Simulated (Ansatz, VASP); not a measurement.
## One calculation of CaO, two programs

File INCAR:

```
PREC = Accurate
ENCUT = 600
EDIFF = 1E-6
ISMEAR = 0
SIGMA = 0.02
LREAL = False
LASPH = True
NELM = 120
ALGO = Normal
ISIF = 2
LWAVE = False
LCHARG = True
LELF = True
LVHAR = True
NBANDS = 15
GGA_COMPAT = False
```

KPOINTS

```
regular mesh
0
Gamma
  8 8 8
```

Contents of POSCAR:

```
CaO
1.0
    0.0000000000      2.4151517513      2.4151517513
    2.4151517513      0.0000000000      2.4151517513
    2.4151517513      2.4151517513      0.0000000000
Ca O
1 1
Direct
    0.5000000000      0.5000000000      0.5000000000
    0.0000000000      0.0000000000      0.0000000000
```

Input for Ansatz:

```yaml
crystal:
  lattice:
    - [0.0, 2.4151517513, 2.4151517513]
    - [2.4151517513, 0.0, 2.4151517513]
    - [2.4151517513, 2.4151517513, 0.0]
  atoms:
    - { symbol: Ca, position: [0.5, 0.5, 0.5] }
    - { symbol: O, position: [0.0, 0.0, 0.0] }
basis:
  ecutwfc: 420
kpoints:
  mp_grid: { grid: [8, 8, 8] }
  band_path:
    path:
      - [[0.0, 0.0, 0.0], [0.5, 0.0, 0.5], [0.625, 0.25, 0.625]]
      - [[0.375, 0.375, 0.75], [0.0, 0.0, 0.0], [0.5, 0.5, 0.5], [0.5, 0.25, 0.75], [0.5, 0.0, 0.5]]
    npoints: 14
hamiltonian:
  xc: lda
scf:
  occupations: { method: gaussian, width: 0.02 }
  n_extra_bands: 6
output:
  forces: true
  stress: true
  eigenvalues: true
  populations: true
  dos: { projected: true, de: 0.02, nscf_kmesh: { grid: [12, 12, 12] } }
  bader: true
  write_density: true
  write_potential: true
  elf: true
  volumetric_format: npy
```

Alike in both runs: task single point; functional LDA; k mesh 8 × 8 × 8; occupations gaussian, width 0.02 eV; no spin polarisation.

|  | VASP | Ansatz |
| --- | --- | --- |
| version | VASP 6.6.1 | Ansatz 0.2.0 |
| potentials or method | VASP PAW LDA potentials, release 64 (Ca_sv, O), cutoff 600 eV | scalar-relativistic, plane waves, PAW |
| valence electrons in the cell | 16 | 16 |

```csv
,VASP,Ansatz,Ansatz less VASP
gap on the k mesh at the Fermi level (eV),3.47,3.49,+0.025
least direct gap on the mesh (eV),3.85,3.87,+0.026
pressure (GPa),-7.8,-8.4,-0.61
```

LDA's correlation is that of Perdew and Zunger in VASP and of Perdew and Wang (1992) in Ansatz.
